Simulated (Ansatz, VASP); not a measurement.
Ag in VASP and in Ansatz

```xyz
4
Lattice="2.9368 0.0000 0.0000 -1.4684 2.5434 0.0000 0.0000 0.0000 9.5635" Properties=species:S:1:pos:R:3 pbc="T T T"
Ag    0.0000    1.6956    2.3909
Ag    1.4684    0.8478    7.1726
Ag    0.0000    0.0000    0.0000
Ag    0.0000    0.0000    4.7818
```

Alike in both runs: task single point; functional PBE; k mesh 18 × 18 × 6; occupations gaussian, width 0.15 eV; no spin polarisation.

|  | VASP | Ansatz |
| --- | --- | --- |
| version | VASP 6.6.1 | Ansatz 0.2.0 |
| potentials or method | VASP PAW PBE potentials, release 64 (Ag), cutoff 520 eV | scalar-relativistic, plane waves, PAW |
| valence electrons in the cell | 44 | 76 |

VASP gave:

| Property | Result |
| --- | --- |
| gap on the k mesh at the Fermi level (eV) | none |
| pressure (GPa) | -0.1 |
| traceless stress, the component that is largest in VASP (GPa) | 0.19 |

Estimate Ansatz's values.

gap on the k mesh at the Fermi level (eV): none; pressure (GPa): 0.0; traceless stress, the component that is largest in VASP (GPa): 0.19.

A gap of «none» marks a metal or a gap that the smearing closes. The functional is the same, so the differences come from potentials, cutoffs and numerics. VASP's potentials hold 44 valence electrons a cell and Ansatz's 76, so a difference there can come from the potentials and not from the codes.
